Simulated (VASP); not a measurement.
# BaTiO3 (P4/mmm) in VASP: notebook, part 2 of 2

VASP 6.6.1. The steps go on from the part before.

## 3. Single point, PBEsol (uniaxial strain along a: -1.0 %, then relaxed in part)

Contents of INCAR:

```
SYSTEM = BaTiO3
ALGO = Normal ; EDIFF = 1E-6
ENCUT = 520 ; GGA = PS
ISIF = 2 ; ISMEAR = 0
LASPH = .TRUE. ; LCHARG = .TRUE.
LELF = .TRUE. ; LREAL = .FALSE.
LVHAR = .TRUE. ; LWAVE = .FALSE.
NBANDS = 28 ; NELM = 100
PREC = Accurate ; SIGMA = 0.02
```

Contents of KPOINTS:

```
k-points
0
G
  8 8 8
  0 0 0
```

Contents of POSCAR:

```
BaTiO3
1.0
    3.9301706390      0.0000000000      0.0000000000
    0.0000000000      3.9801975365      0.0000000000
    0.0000000000      0.0000000000      3.9801975365
Ba Ti O
1 1 3
Direct
    0.5000000000      0.5000000000      0.5000000000
    0.0000000000      0.0000000000      0.0000000000
    0.5000000000      0.0000000000      0.0000000000
    0.0000000000      0.5000000000      0.0000000000
    0.0000000000      0.0000000000      0.5000000000
```

Potentials or basis: VASP PAW PBE potentials, release 64 (Ba_sv, Ti_sv, O).

Command:

```console
> cat potpaw_PBE.64/Ba_sv/POTCAR potpaw_PBE.64/Ti_sv/POTCAR potpaw_PBE.64/O/POTCAR > POTCAR
> mpirun -np 1 vasp_std > vasp.out
```

OUTCAR:

```text
SYSTEM = BaTiO3
   EDIFF = 1E-6
   ENCUT = 520
   GGA = PS
   ISIF = 2
   ISMEAR = 0
   LASPH = .TRUE.
   LREAL = .FALSE.
   NELM = 100
   PREC = Accurate

 ion  position               nearest neighbor table
   1  0.500  0.500  0.500-   4 2.80   5 2.80   4 2.80   5 2.80   4 2.80   5 2.80   4 2.80   5 2.80
                             3 2.81   3 2.81   3 2.81   3 2.81   2 3.43   2 3.43   2 3.43   2 3.43
   2  0.000  0.000  0.000-   3 1.97   3 1.97   5 1.99   5 1.99   4 1.99   4 1.99   1 3.43   1 3.43
                             1 3.43   1 3.43   1 3.43   1 3.43   1 3.43   1 3.43
   3  0.500  0.000  0.000-   2 1.97   2 1.97   1 2.81   1 2.81   1 2.81   1 2.81
   4  0.000  0.500  0.000-   2 1.99   2 1.99   1 2.80   1 2.80   1 2.80   1 2.80
   5  0.000  0.000  0.500-   2 1.99   2 1.99   1 2.80   1 2.80   1 2.80   1 2.80

  LATTYP: Found a simple tetragonal cell.
 ALAT       =     3.9801975365
 C/A-ratio  =     0.9874310516

  Lattice vectors:

 A1 = (   0.0000000000,   3.9801975365,   0.0000000000)
 A2 = (   0.0000000000,   0.0000000000,   3.9801975365)
 A3 = (   3.9301706390,   0.0000000000,   0.0000000000)

Analysis of symmetry for initial positions (statically):
=====================================================================
 Subroutine PRICEL returns:
 Original cell was already a primitive cell.

 Routine SETGRP: Setting up the symmetry group for a
 simple tetragonal supercell.

 Subroutine GETGRP returns: Found 16 space group operations
 (whereof 16 operations were pure point group operations)
 out of a pool of 16 trial point group operations.

The static configuration has the point symmetry D_4h.

Analysis of symmetry for dynamics (positions and initial velocities):
=====================================================================
 Subroutine PRICEL returns:
 Original cell was already a primitive cell.

 Routine SETGRP: Setting up the symmetry group for a
 simple tetragonal supercell.

 Subroutine GETGRP returns: Found 16 space group operations
 (whereof 16 operations were pure point group operations)
 out of a pool of 16 trial point group operations.

The dynamic configuration has the point symmetry D_4h.

 Subroutine INISYM returns: Found 16 space group operations
 (whereof 16 operations are pure point group operations),
 and found     1 'primitive' translations

----------------------------------------------------------------------------------------

                                     Primitive cell

  volume of cell :      62.2617

  direct lattice vectors                    reciprocal lattice vectors
     3.930170639  0.000000000  0.000000000     0.254441878  0.000000000  0.000000000
     0.000000000  3.980197536  0.000000000     0.000000000  0.251243812  0.000000000
     0.000000000  0.000000000  3.980197536     0.000000000  0.000000000  0.251243812

  length of vectors
     3.930170639  3.980197536  3.980197536     0.254441878  0.251243812  0.251243812

  position of ions in fractional coordinates (direct lattice)
     0.500000000  0.500000000  0.500000000
     0.000000000  0.000000000  0.000000000
     0.500000000  0.000000000  0.000000000
     0.000000000  0.500000000  0.000000000
     0.000000000  0.000000000  0.500000000

  ion indices of the primitive-cell ions
   primitive index   ion index
                 1           1
[... 25 lines left out ...]

 Subroutine IBZKPT returns following result:
 ===========================================

 Found     75 irreducible k-points:

 Following reciprocal coordinates:
            Coordinates               Weight
  0.000000  0.000000  0.000000      1.000000
  0.125000  0.000000  0.000000      2.000000
  0.250000  0.000000  0.000000      2.000000
  0.375000  0.000000  0.000000      2.000000
  0.500000  0.000000  0.000000      1.000000
  0.000000  0.125000  0.000000      4.000000
[... 16 lines left out ...]
  0.250000  0.500000  0.000000      4.000000
  0.375000  0.500000  0.000000      4.000000
 [... further k-points ...]
   k-points           NKPTS =     75   k-points in BZ     NKDIM =     75   number of bands    NBANDS=     28
   number of dos      NEDOS =    301   number of ions     NIONS =      5
   total plane-waves  NPLWV =  27000
   dimension x,y,z NGX =    30 NGY =   30 NGZ =   30
   dimension x,y,z NGXF=    60 NGYF=   60 NGZF=   60
   ions per type =               1   1   3
   NGX,Y,Z   is equivalent  to a cutoff of  12.69, 12.53, 12.53 a.u.
   NGXF,Y,Z  is equivalent  to a cutoff of  25.38, 25.06, 25.06 a.u.
 SYSTEM =  BaTiO3
   PREC   = accura    normal or accurate (medium, high low for compatibility)
   ISTART =      0    job   : 0-new  1-cont  2-samecut
   ICHARG =      2    charge: 1-file 2-atom 10-const
   ISPIN  =      1    spin polarized calculation?
   LNONCOLLINEAR =      F non collinear calculations
   LSORBIT =      F    spin-orbit coupling
   LASPH  =      T    aspherical Exc in radial PAW
   ENCUT  =  520.0 eV  38.22 Ry    6.18 a.u.   7.31  7.40  7.40*2*pi/ulx,y,z
   NELM   =    100;   NELMIN=  2; NELMDL= -5     # of ELM steps
   EDIFF  = 0.1E-05   stopping-criterion for ELM
   LREAL  =      F    real-space projection
   EDIFFG = 0.1E-04   stopping-criterion for IOM
   NSW    =      0    number of steps for IOM
   IBRION =     -1    ionic relax: 0-MD 1-quasi-New 2-CG
   NFREE  =      0    steps in history (QN), initial steepest desc. (CG)
   ISIF   =      2    stress and relaxation
   ISYM   =      2    0-nonsym 1-usesym 2-fastsym
   POTIM  = 0.5000    time-step for ionic-motion
   TEBEG  =    0.0;   TEEND  =   0.0 temperature during run
   PSTRESS=    0.0 pullay stress
   NELECT =      40.0000    total number of electrons
   NUPDOWN=      -1.0000    fix difference up-down
   EMIN   =  10.00;   EMAX   =-10.00  energy-range for DOS
   EFERMI =   0.00;   METHOD = LEGACY
   ISMEAR =     0;   SIGMA  =   0.02  broadening in eV -4-tet -1-fermi 0-gaus
   EFERMI_NEDOS =   21; number of points for ismear=-14 and -15
   IALGO  =     38    algorithm
   IMIX   =      4    mixing-type and parameters
     AMIX     =   0.40;   BMIX     =  1.00
     AMIX_MAG =   1.60;   BMIX_MAG =  1.00
  volume/ion in A,a.u.               =      12.45        84.03
  Fermi-wavevector in a.u.,A,eV,Ry     =   1.412607  2.669440 27.149852  1.995458
  Thomas-Fermi vector in A             =   2.534338
   LORBIT       =      0    0 simple, 1 ext, 2 COOP (PROOUT), +10 PAW based schemes
   GGA     = PS    functional components
   LHFCALC =     F    Hartree Fock is set to
   AEXX    =    0.0000 exact exchange contribution
   IVDW    =     0    specifies the selected vdW correction
   LEPSILON=     F    determine dielectric tensor
   LRPA    =     F    only Hartree local field effects (RPA)
 non-spin polarized calculation
 Gauss-broadening in eV      SIGMA  =   0.02
  energy-cutoff  :      520.00
  volume of cell :       62.26
 maximum number of plane-waves:      1719
 NGX is ok and might be reduce to    30
   NGX = 15   NGY = 15   NGZ = 15

 number of electron      39.9999982 magnetization

 Free energy of the ion-electron system (eV)
  ---------------------------------------------------
  ext. energy  EPLUGINS =         0.00000000
  ---------------------------------------------------
  free energy    TOTEN  =       -41.96728670 eV

  energy without entropy =      -41.96728670  energy(sigma->0) =      -41.96728670

 E-fermi :   4.0658     XC(G=0): -11.6735

 val. band max:        3.9325957749   @ k =   0.5000   0.5000   0.5000
 cond. band min:       5.6592319828   @ k =   0.0000   0.0000   0.0000
 fundamental gap:      1.7266362080
 Fermi energy:         4.0657930070

 k-point     1 :       0.0000    0.0000    0.0000
  band No.  band energies     occupation
      1     -52.3230      2.00000
      2     -28.6708      2.00000
      3     -28.6616      2.00000
      4     -28.6616      2.00000
      5     -20.7755      2.00000
      6     -12.9653      2.00000
[... 733 lines left out ...]
     27      12.0965      0.00000
     28      13.7481      0.00000

 [... further k-points ...]
[... 5 lines left out ...]
  --------------------------------------------------------------------------------------
  -------------------------------------------------------------------------------------
  Total        1.8825502      0.7864883      0.7864883      0.0000000      0.0000000     -0.0000000
  in kB       48.4436097     20.2386802     20.2386802      0.0000000      0.0000000     -0.0000000
  external PRESSURE =      29.6403234 kB  Pullay stress =       0.0000000 kB

 VOLUME and BASIS-vectors are now :
 -----------------------------------------------------------------------------
  energy-cutoff  :      520.00
  volume of cell :       62.26
      direct lattice vectors                 reciprocal lattice vectors
     3.930170639  0.000000000  0.000000000     0.254441878  0.000000000  0.000000000
     0.000000000  3.980197536  0.000000000     0.000000000  0.251243812  0.000000000
     0.000000000  0.000000000  3.980197536     0.000000000  0.000000000  0.251243812

 POSITION                                       TOTAL-FORCE (eV/Angst)
 -----------------------------------------------------------------------------------
      1.96509      1.99010      1.99010         0.000000      0.000000      0.000000
      0.00000      0.00000      0.00000         0.000000      0.000000      0.000000
      1.96509      0.00000      0.00000         0.000000      0.000000      0.000000
      0.00000      1.99010      0.00000         0.000000      0.000000      0.000000
      0.00000      0.00000      1.99010         0.000000      0.000000      0.000000
 -----------------------------------------------------------------------------------
    total drift:                                0.000000     -0.000000      0.000000

  FREE ENERGIE OF THE ION-ELECTRON SYSTEM (eV)
  ---------------------------------------------------
  free  energy   TOTEN  =       -41.9672867049 eV

  energy  without entropy=      -41.9672867049  energy(sigma->0) =      -41.96728670
```

OSZICAR:

```text
N       E                     dE             d eps       ncg     rms          rms(c)
DAV:   1     0.420824801280E+03    0.42082E+03   -0.20470E+04  4200   0.152E+03
DAV:   2    -0.909736946337E+01   -0.42992E+03   -0.41072E+03  4732   0.417E+02
DAV:   3    -0.501722619302E+02   -0.41075E+02   -0.40637E+02  4976   0.132E+02
DAV:   4    -0.521604408255E+02   -0.19882E+01   -0.19840E+01  6572   0.260E+01
DAV:   5    -0.521981166207E+02   -0.37676E-01   -0.37646E-01  5280   0.342E+00    0.233E+01
DAV:   6    -0.421707356701E+02    0.10027E+02   -0.52271E+01  5724   0.660E+01    0.976E+00
DAV:   7    -0.421000218485E+02    0.70714E-01   -0.82981E+00  5436   0.206E+01    0.684E+00
DAV:   8    -0.419701871279E+02    0.12983E+00   -0.10088E+00  5152   0.933E+00    0.247E+00
DAV:   9    -0.419830102645E+02   -0.12823E-01   -0.18202E-01  5136   0.276E+00    0.111E+00
DAV:  10    -0.419693180716E+02    0.13692E-01   -0.79644E-02  5220   0.246E+00    0.445E-01
DAV:  11    -0.419674678160E+02    0.18503E-02   -0.11354E-02  6432   0.843E-01    0.893E-02
DAV:  12    -0.419674499286E+02    0.17887E-04   -0.27796E-03  5244   0.523E-01    0.138E-01
DAV:  13    -0.419672877497E+02    0.16218E-03   -0.42136E-04  5336   0.176E-01    0.204E-02
DAV:  14    -0.419672898800E+02   -0.21303E-05   -0.46461E-05  4824   0.481E-02    0.228E-02
DAV:  15    -0.419672954200E+02   -0.55400E-05   -0.59901E-06  4752   0.202E-02    0.248E-02
DAV:  16    -0.419672866150E+02    0.88050E-05   -0.24317E-05  5684   0.461E-02    0.226E-03
DAV:  17    -0.419672867049E+02   -0.89969E-07   -0.85546E-07  3272   0.601E-03
   1 F= -.41967287E+02 E0= -.41967287E+02  d E =-.240799E-23
```

Run time: 65 s. Hardware: 1 thread of Intel Xeon 6975P-C (Granite Rapids), shared host; peak memory 0.26 GiB.

What came out:

```
Free energy            : -41.9673 eV
Pressure               : 3.0 GPa
Band gap on the k mesh : 1.73 eV, indirect (least direct gap 1.84 eV)
```

Stress tensor (GPa, compression positive):
```
4.84 0.00 0.00
0.00 2.02 0.00
0.00 0.00 2.02
```

Caveat: the cell differs from its parent crystal (uniaxial strain along a: -1.0 %, then relaxed in part); the PAW data sets were made with another functional, which shifts forces and pressure a little; spin-orbit coupling is left out, which moves the levels of the heavy elements. A k mesh can miss the band edges.

## 4. Single point, PBEsol (uniaxial strain along a: -1.0 %)

Contents of INCAR:

```
SYSTEM = BaTiO3
PREC = Accurate ; ENCUT = 520
EDIFF = 1E-6 ; ISMEAR = 0
SIGMA = 0.02 ; LREAL = .False.
LASPH = .True. ; NELM = 100
ALGO = Normal ; ISIF = 2
LWAVE = .False. ; LCHARG = .False.
GGA = PS ; NBANDS = 28
```

Contents of KPOINTS:

```
regular mesh
0
Gamma
  8 8 8
  0 0 0
```

POSCAR: that of step 3 with these lines changed.

```diff
@@ -3,4 +3,4 @@
     3.9301706390      0.0000000000      0.0000000000
-    0.0000000000      3.9801975365      0.0000000000
-    0.0000000000      0.0000000000      3.9801975365
+    0.0000000000      3.9797940057      0.0000000000
+    0.0000000000      0.0000000000      3.9797940057
 Ba Ti O
```

Potentials or basis: VASP PAW PBE potentials, release 64 (Ba_sv, Ti_sv, O).

Command:

```console
> cat potpaw_PBE.64/Ba_sv/POTCAR potpaw_PBE.64/Ti_sv/POTCAR potpaw_PBE.64/O/POTCAR > POTCAR
> mpirun -np 1 vasp_std > vasp.out
```

OUTCAR:

```text
SYSTEM = BaTiO3
   PREC = Accurate
   ENCUT = 520
   EDIFF = 1E-6
   ISMEAR = 0
   LREAL = .False.
   LASPH = .True.
   NELM = 100
   ISIF = 2
   GGA = PS

 ion  position               nearest neighbor table
   1  0.500  0.500  0.500-   4 2.80   5 2.80   4 2.80   5 2.80   4 2.80   5 2.80   4 2.80   5 2.80
                             3 2.81   3 2.81   3 2.81   3 2.81   2 3.43   2 3.43   2 3.43   2 3.43
   2  0.000  0.000  0.000-   3 1.97   3 1.97   5 1.99   5 1.99   4 1.99   4 1.99   1 3.43   1 3.43
                             1 3.43   1 3.43   1 3.43   1 3.43   1 3.43   1 3.43
[... 953 lines left out ...]
  -------------------------------------------------------------------------------------
  Total        1.8834492      0.7956843      0.7956843      0.0000000      0.0000000     -0.0000000
  in kB       48.4765715     20.4794735     20.4794735      0.0000000      0.0000000     -0.0000000
  external PRESSURE =      29.8118395 kB  Pullay stress =       0.0000000 kB

 VOLUME and BASIS-vectors are now :
 -----------------------------------------------------------------------------
  energy-cutoff  :      520.00
  volume of cell :       62.25
      direct lattice vectors                 reciprocal lattice vectors
     3.930170639  0.000000000  0.000000000     0.254441878  0.000000000  0.000000000
     0.000000000  3.979794006  0.000000000     0.000000000  0.251269286  0.000000000
     0.000000000  0.000000000  3.979794006     0.000000000  0.000000000  0.251269286

 POSITION                                       TOTAL-FORCE (eV/Angst)
 -----------------------------------------------------------------------------------
      1.96509      1.98990      1.98990         0.000000      0.000000      0.000000
      0.00000      0.00000      0.00000         0.000000      0.000000      0.000000
      1.96509      0.00000      0.00000         0.000000      0.000000      0.000000
      0.00000      1.98990      0.00000         0.000000      0.000000      0.000000
      0.00000      0.00000      1.98990         0.000000      0.000000      0.000000
 -----------------------------------------------------------------------------------
    total drift:                                0.000000     -0.000000      0.000000

  FREE ENERGIE OF THE ION-ELECTRON SYSTEM (eV)
  ---------------------------------------------------
  free  energy   TOTEN  =       -41.9671077964 eV

  energy  without entropy=      -41.9671077964  energy(sigma->0) =      -41.96710780
```

OSZICAR:

```text
N       E                     dE             d eps       ncg     rms          rms(c)
DAV:   1     0.426596821551E+03    0.42660E+03   -0.20465E+04  4200   0.152E+03
DAV:   2    -0.919365803054E+01   -0.43579E+03   -0.41452E+03  4772   0.418E+02
DAV:   3    -0.502209801822E+02   -0.41027E+02   -0.40629E+02  4900   0.133E+02
DAV:   4    -0.521617494913E+02   -0.19408E+01   -0.19366E+01  6632   0.259E+01
DAV:   5    -0.521975348915E+02   -0.35785E-01   -0.35775E-01  5424   0.323E+00    0.233E+01
DAV:   6    -0.421610675294E+02    0.10036E+02   -0.52205E+01  5736   0.660E+01    0.975E+00
DAV:   7    -0.420971764523E+02    0.63891E-01   -0.82171E+00  5412   0.205E+01    0.682E+00
DAV:   8    -0.419709365056E+02    0.12624E+00   -0.10140E+00  5236   0.936E+00    0.243E+00
DAV:   9    -0.419818308626E+02   -0.10894E-01   -0.18539E-01  5036   0.280E+00    0.108E+00
DAV:  10    -0.419699004563E+02    0.11930E-01   -0.80922E-02  5328   0.236E+00    0.513E-01
DAV:  11    -0.419673456630E+02    0.25548E-02   -0.15317E-02  6412   0.971E-01    0.106E-01
DAV:  12    -0.419671244637E+02    0.22120E-03   -0.19132E-03  5232   0.426E-01    0.856E-02
DAV:  13    -0.419672215196E+02   -0.97056E-04   -0.30873E-04  6228   0.159E-01    0.847E-02
DAV:  14    -0.419671064217E+02    0.11510E-03   -0.42045E-04  6148   0.161E-01    0.426E-03
DAV:  15    -0.419671080942E+02   -0.16726E-05   -0.16371E-05  4928   0.287E-02    0.838E-03
DAV:  16    -0.419671077964E+02    0.29785E-06   -0.50503E-07  2964   0.562E-03
   1 F= -.41967108E+02 E0= -.41967108E+02  d E =-.121377E-23
```

It took 58 s on 1 thread of Intel Xeon 6975P-C (Granite Rapids), shared host; peak memory 0.26 GiB.

What came out:

| Quantity | Value |
| --- | --- |
| Free energy | -41.9671 eV |
| Pressure | 3.0 GPa |
| Band gap on the k mesh | 1.73 eV, indirect (least direct gap 1.84 eV) |

Caveat: the cell differs from its parent crystal (uniaxial strain along a: -1.0 %); the PAW data sets were made with another functional, which shifts forces and pressure a little; spin-orbit coupling is left out, which moves the levels of the heavy elements. A k mesh can miss the band edges.
